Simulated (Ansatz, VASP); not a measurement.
Two plane-wave programs on C

```xyz
4
Lattice="2.4657 0.0000 0.0000 -1.2328 2.1353 0.0000 0.0000 0.0000 17.5001" Properties=species:S:1:pos:R:3 pbc="T T T"
C     1.2328    0.7118    4.5000
C     0.0000    1.4235    4.5000
C     1.2328    1.4235    7.9601
C     2.4657    0.7118    7.9600
```

Alike in both runs: task single point; functional PBE; dispersion D3(BJ); k mesh 15 × 15 × 1; occupations gaussian, width 0.1 eV; no spin polarisation.

|  | VASP | Ansatz |
| --- | --- | --- |
| version | VASP 6.6.1 | Ansatz 0.2.0 |
| potentials or method | VASP PAW PBE potentials, release 64 (C), cutoff 520 eV | scalar-relativistic, plane waves, PAW |
| valence electrons in the cell | 16 | 16 |

|  | VASP | Ansatz | Ansatz less VASP |
| --- | --- | --- | --- |
| gap on the k mesh at the Fermi level (eV) | 0.19 | 0.19 | 0.000 |
| least direct gap on the mesh (eV) | 0.19 | 0.19 | 0.000 |
| rms of the force components (eV/Å) | 0.004 | 0.004 | 0.0000 |

Atom by atom the forces differ by 0.000 eV/Å (rms over components). Ansatz's warnings: structure snapped to symmetry.
